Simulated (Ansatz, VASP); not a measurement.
**CaO in VASP and in Ansatz**

```
Ca O
1.0
     0.00000    2.37242    2.60966
     2.37242    0.00000    2.60966
     2.37242    2.37242    0.00000
Ca O
1 1
Direct
  0.00000 0.00000 0.00000
  0.50000 0.50000 0.50000
```

Alike in both runs: task single point; functional r2SCAN; k mesh 10 × 10 × 10; occupations gaussian, width 0.05 eV; no spin polarisation.

```csv
,VASP,Ansatz
version,VASP 6.6.1,Ansatz 0.2.0
potentials or method,"VASP PAW PBE potentials, release 64 (Ca_sv, O), cutoff 520 eV","scalar-relativistic, plane waves, PAW"
valence electrons in the cell,16,16
```

Ansatz gave:

- gap on the k mesh at the Fermi level (eV): 4.11
- least direct gap on the mesh (eV): 4.55
- pressure (GPa): -4.6
- traceless stress, the component that is largest in VASP (GPa): -6.47

Estimate VASP's values.

gap on the k mesh at the Fermi level (eV): 4.10; least direct gap on the mesh (eV): 4.54; pressure (GPa): -3.7; traceless stress, the component that is largest in VASP (GPa): -7.03.

VASP's potentials were made for PBE, not for r2SCAN.
